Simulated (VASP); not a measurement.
Runs of VASP 6.6.1 on RbSrCl3. The structure is that of space group P4/mmm (No. 123), or close to it. The cells are those of the table. 

| cell | gap on the mesh (eV) | pressure (GPa) |
| --- | --- | --- |
| a = 5.075, b = 5.075, c = 7.176 Å, 5 atoms | 3.67 | 2.8 |
| a = 6.394, b = 6.394, c = 4.521 Å, 5 atoms | 2.74 | (b) |
| a = 6.013, b = 6.013, c = 5.111 Å, 5 atoms | 4.14 | -0.8 |
| a = 5.360, b = 5.360, c = 6.433 Å, 5 atoms | (a) | -0.8 |

Alike in all rows: task single point; level LDA; potentials or basis VASP PAW LDA potentials, release 64 (Rb_sv, Sr_sv, Cl); no spin polarisation; k mesh 6 × 6 × 6; cutoff (eV) 520; smearing gaussian 0.05 eV.

**Question.** Estimate the missing entries.

**Answer.** (a) 4.01; (b) 5.3.

Caveats: the stress differs along the axes, from -4 to 6 GPa (at least some runs); the stress differs along the axes, from -5 to 26 GPa (at least some runs); the stress differs along the axes, from -4 to 5 GPa (at least some runs); the stress differs along the axes, from -4 to 1 GPa (at least some runs).

A k mesh can miss the band edges, and the runs leave out spin-orbit coupling on Rb, Sr.
